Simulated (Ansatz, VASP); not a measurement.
One calculation of Br, two programs

```
Br
1.0
     2.01661    1.16429    6.23761
    -2.01661    1.16429    6.23761
     0.00000   -2.32858    6.23761
Br
3
Direct
  0.00000 0.00000 0.00000
  0.22322 0.22322 0.22322
  0.77678 0.77678 0.77678
```

Alike in both runs: task relaxation of cell and atoms; functional PBE; k mesh 15 × 15 × 15; occupations gaussian, width 0.1 eV; no spin polarisation.

|  | VASP | Ansatz |
| --- | --- | --- |
| version | VASP 6.6.1 | Ansatz 0.2.0 |
| potentials or method | VASP PAW PBE potentials, release 64 (Br), cutoff 600 eV | scalar-relativistic, plane waves, PAW |
| valence electrons in the cell | 21 | 21 |

|  | VASP | Ansatz | Ansatz less VASP |
| --- | --- | --- | --- |
| gap on the k mesh at the Fermi level, each at its own relaxed structure (eV) | none | none | - |
| relaxed volume (Å³/atom) | 29.29 | 29.29 | 0.000 |
| relaxed cell length with the largest relative difference (Å) | 6.658 | 6.658 | 0.0000 |

A gap of «none» marks a metal or a gap that the smearing closes.

Noted on VASP's run: the relaxation stopped at its first step, so nothing moved.
